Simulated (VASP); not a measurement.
Sr: electric field gradients with PBE

The system is Sr.

```
CELL_PARAMETERS angstrom
-2.44901 2.44901 2.44901
2.44901 -2.44901 2.44901
2.44901 2.44901 -2.44901
ATOMIC_POSITIONS crystal
Sr 0.00000 0.00000 0.00000
```

This isn't the form of Sr at room conditions, which is fcc.

* Program: VASP 6.6.1
* Task: electric field gradients
* Functional: PBE
* Potentials or basis: VASP PAW PBE potentials, release 64 (Sr_sv)
* Cutoff: 520 eV
* k mesh: 12 × 12 × 12
* Occupations: fermi-dirac, width 0.05 eV
* Spin: no spin polarisation
* Dipole correction: no
* Further INCAR settings: ALGO = Normal; EDIFF = 1e-08; NBANDS = 11

* Pressure: -0.8 GPa
* Band gap on the k mesh: zero (bands 5 and 6 overlap by 0.38 eV)
* Largest electric field gradient by atom: under 0.05 V/Å² on every atom

Levels at points of the mesh, in eV from the Fermi level:
| k point | band 1 | band 2 | band 3 | band 4 | band 5 | band 6 | band 7 | band 8 | band 9 | band 10 |
| --- | --- | --- | --- | --- | --- | --- | --- | --- | --- | --- |
| (0.00, 0.00, 0.00) | -36.77 | -18.67 | -18.67 | -18.67 | -3.56 | 2.27 | 2.27 | 2.27 | 3.52 | 3.52 |
| (0.50, 0.00, 0.00) | -36.76 | -18.82 | -18.72 | -18.67 | -0.99 | 0.12 | 1.19 | 3.31 | 3.96 | 5.08 |
| (0.50, 0.50, 0.50) | -36.75 | -18.78 | -18.78 | -18.78 | -0.08 | -0.08 | 3.34 | 3.34 | 3.34 | 4.71 |

Run time: 20 s on 1 thread of Intel(R) Xeon(R) Platinum 8488C (Sapphire Rapids), with other jobs on the host, peak memory 0.2 GiB.
